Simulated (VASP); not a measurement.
Fe: single point with PBE

Crystal: Fe.

```
Fe
1.0
    -1.44300    1.44300    1.44300
     1.44300   -1.44300    1.44300
     1.44300    1.44300   -1.44300
Fe
1
Direct
  0.00000 0.00000 0.00000
```

```yaml
Program: VASP 6.6.1
Task: single point
Functional: PBE
Potentials_or_basis: VASP PAW PBE potentials, release 64 (Fe)
Cutoff: 520 eV
k_mesh: 13 × 13 × 13
Occupations: gaussian, width 0.021 eV
Spin: collinear spin, ferromagnetic start
Starting_moments: "[3.0] μB"
```

```
Pressure                                              : -9.3 GPa
Net moment                                            : 2.28 μB per cell
Site moments                                          : Fe +2.29 μB
Valence electrons inside the program's atomic spheres : Fe 7.16
```

Levels at points of the mesh, in eV from the Fermi level:
Spin up:
```csv
k point,band 1,band 2,band 3,band 4,band 5,band 6,band 7,band 8,band 9,band 10
"(0.00, 0.00, 0.00)",-8.05,-2.18,-2.18,-2.18,-1.07,-1.07,24.53,24.53,24.53,29.26
```
Spin down:
```
           k point  band 1  band 2  band 3  band 4  band 5  band 6  band 7
(0.00, 0.00, 0.00)   -7.91   -0.16   -0.16   -0.16    1.76    1.76   24.23
```

Wall time 16 s on 1 thread of Intel(R) Xeon(R) 6975P-C (Granite Rapids), on a shared host, peak memory 0.14 GiB.
